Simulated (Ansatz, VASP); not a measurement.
V in VASP and in Ansatz

```
CELL_PARAMETERS angstrom
0.00000 1.90822 1.90822
1.90822 0.00000 1.90822
1.90822 1.90822 0.00000
ATOMIC_POSITIONS crystal
V 0.00000 0.00000 0.00000
```

Alike in both runs: functional PBE; k mesh 15 × 15 × 15; occupations fermi-dirac, width 0.05 eV; collinear spin.

Ansatz relaxed the structure, and its values are those at the end. VASP's run is a single point on that final structure, the one shown.

|  | VASP | Ansatz |
| --- | --- | --- |
| version | VASP 6.6.1 | Ansatz 0.2.0 |
| potentials or method | VASP PAW PBE potentials, release 64 (V_sv) | PAW with Ansatz's default frozen-core files, scalar-relativistic |
| plane-wave cutoff (eV) | 520 | 420 |
| valence electrons in the cell | 13 | 13 |

|  | VASP | Ansatz | Ansatz less VASP |
| --- | --- | --- | --- |
| pressure (GPa) | 0.2 | 0.0 | -0.20 |
| net moment per atom (μB) | 0.00 | 0.00 | -0.001 |

The functional is the same, so the differences come from potentials, cutoffs and numerics. Ansatz's warnings: seeded moment not kept.
